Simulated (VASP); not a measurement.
TaAs:

```
Ta As
1.0
     0.00000    2.63288    2.63288
     2.63288    0.00000    2.63288
     2.63288    2.63288    0.00000
Ta As
1 1
Direct
  0.50000 0.50000 0.50000
  0.00000 0.00000 0.00000
```

Program: VASP 6.6.1. Alike in all runs: task single point; no spin polarisation; cell as given; k mesh 12 × 12 × 12; cutoff (eV) 500.

Q: Order these runs on this cell by their pressure, lowest first.
A. level PBE; potentials or basis VASP PAW PBE potentials, release 64 (Ta_pv, As); smearing tetrahedron
B. level PBEsol; potentials or basis VASP PAW PBE potentials, release 64 (Ta_pv, As); smearing gaussian 0.05 eV
C. level LDA; potentials or basis VASP PAW LDA potentials, release 64 (Ta_pv, As); smearing gaussian 0.05 eV

A: C (-8.0 GPa), B (-4.9 GPa), A (0.6 GPa).

Caveats: the cell stands under tension (at least some runs); the PAW data sets were made with another functional, which shifts forces and pressure a little (at least some runs); tetrahedron occupations give inexact forces and stress in metals (at least some runs).
